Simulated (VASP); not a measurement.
## PbO2: single point with PBE+D3(BJ)

PbO2:

```
CELL_PARAMETERS angstrom
1.74818 1.00931 3.89364
-1.74818 1.00931 3.89364
0.00000 -2.01863 3.89364
ATOMIC_POSITIONS crystal
Pb 0.50000 0.50000 0.50000
O 0.74933 0.74933 0.74933
O 0.25067 0.25067 0.25067
```

- Program: VASP 6.6.1
- Task: single point
- Functional: PBE
- Dispersion: D3(BJ)
- Potentials or basis: VASP PAW PBE potentials, release 64 (Pb_d, O)
- Cutoff: 520 eV
- k mesh: 18 × 18 × 18
- Occupations: fermi-dirac, width 0.15 eV
- Spin: no spin polarisation

```
Pressure                   : 0.3 GPa
Largest force              : 0.030 eV/Å
Band gap on the k mesh     : zero (bands 13 and 14 overlap by 0.11 eV)
Dispersion energy per atom : -0.218 eV
```

Forces on the atoms (eV/Å):
```
Pb   0.000  0.000  0.000
O    0.000  0.000 -0.030
O    0.000  0.000  0.030
```

Stress tensor (GPa, compression positive):
```
 0.42  0.00  0.00
 0.00  0.42  0.00
 0.00  0.00 -0.03
```

Levels at points of the mesh, in eV from the Fermi level:
| k point | band 10 | band 11 | band 12 | band 13 | band 14 | band 15 | band 16 | band 17 |
| --- | --- | --- | --- | --- | --- | --- | --- | --- |
| (0.00, 0.00, 0.00) | -1.92 | -1.63 | -1.63 | -1.03 | -0.57 | 4.64 | 8.71 | 8.71 |
| (0.50, 0.00, 0.00) | -3.32 | -2.62 | -1.65 | -1.49 | 2.59 | 6.98 | 8.08 | 10.72 |
| (0.50, 0.50, 0.00) | -4.01 | -1.12 | -0.71 | -0.47 | 1.91 | 5.56 | 9.44 | 9.65 |
| (0.50, 0.50, 0.50) | -2.47 | -2.47 | -1.27 | -1.27 | 1.89 | 5.16 | 9.68 | 9.68 |

Wall time 5.5 min on 1 thread of Intel(R) Xeon(R) 6975P-C (Granite Rapids), with other jobs on the host, peak memory 0.55 GiB.

Caveat: semilocal functionals underestimate gaps, and a narrow one can read as zero; spin-orbit coupling is left out, which moves the levels of the heavy elements.
